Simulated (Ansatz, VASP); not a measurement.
Cu: VASP beside Ansatz

```
Cu
1.0
     1.28629   -4.19773    0.00000
     1.28629    4.19773    0.00000
     0.00000    0.00000    2.22130
Cu
2
Cartesian
  1.2863 3.0739 0.5553
  1.2863 -3.0739 1.6660
```

Alike in both runs: task single point; functional PBEsol; k mesh 22 × 22 × 22; occupations gaussian, width 0.15 eV; no spin polarisation.

```csv
,VASP,Ansatz
version,VASP 6.6.1,Ansatz 0.2.0
potentials or method,"VASP PAW PBE potentials, release 64 (Cu), cutoff 520 eV","scalar-relativistic, plane waves, PAW"
valence electrons in the cell,22,38
```

```csv
,VASP,Ansatz,Ansatz less VASP
gap on the k mesh at the Fermi level (eV),none,none,-
pressure (GPa),6.2,5.2,-0.92
"traceless stress, the component that is largest in VASP (GPa)",31.42,31.43,+0.011
rms of the force components (eV/Å),0.039,0.042,+0.0030
```

VASP's potentials were made for PBE, not for PBEsol. Atom by atom the forces differ by 0.003 eV/Å (rms over components). A gap of «none» marks a metal or a gap that the smearing closes. VASP's potentials hold 22 valence electrons a cell and Ansatz's 38, so a difference there can come from the potentials and not from the codes.
